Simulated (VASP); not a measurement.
SiC, 4 atoms in the cell. The structure is hexagonal, space group P6_3mc (No. 186). Conventional cell: a = 3.168 Å, b = 3.168 Å, c = 5.200 Å, α = 90.00°, β = 90.00°, γ = 120.00°. Within 2.6 Å of Si (site symmetry 3m) lie 4 C at 1.94 to 1.96 Å. Within 2.6 Å of C (site symmetry 3m) lie 4 Si at 1.94 to 1.96 Å.  This cell differs from its parent crystal: strain +3.0%.

| Property | Result |
| --- | --- |
| Program | VASP 6.6.1 |
| Task | dielectric tensor |
| Functional | r2SCAN |
| Potentials or basis | VASP PAW PBE potentials, release 64 (Si, C) |
| Cutoff | 520 eV |
| k mesh | 9 × 9 × 4 |
| Occupations | gaussian, width 0.01 eV |
| Spin | no spin polarisation |
| Dipole correction | no |
| Further INCAR settings | ALGO = Normal; EDIFF = 1e-08 |

Potentials or basis: VASP PAW PBE potentials, release 64 (Si, C).

Run with:

```sh
$ cat potpaw_PBE.64/Si/POTCAR potpaw_PBE.64/C/POTCAR > POTCAR
$ mpirun -np 1 vasp_std > vasp.out
```

Hardware: 1 thread of Oxide Virtual Turin-like Processor, with other jobs on the host.

How long does it take, and how much memory?

Wall time 58 min on 1 thread of Oxide Virtual Turin-like Processor, on a shared host, peak memory 0.43 GiB. Counts: scf iterations 80, k points 36.
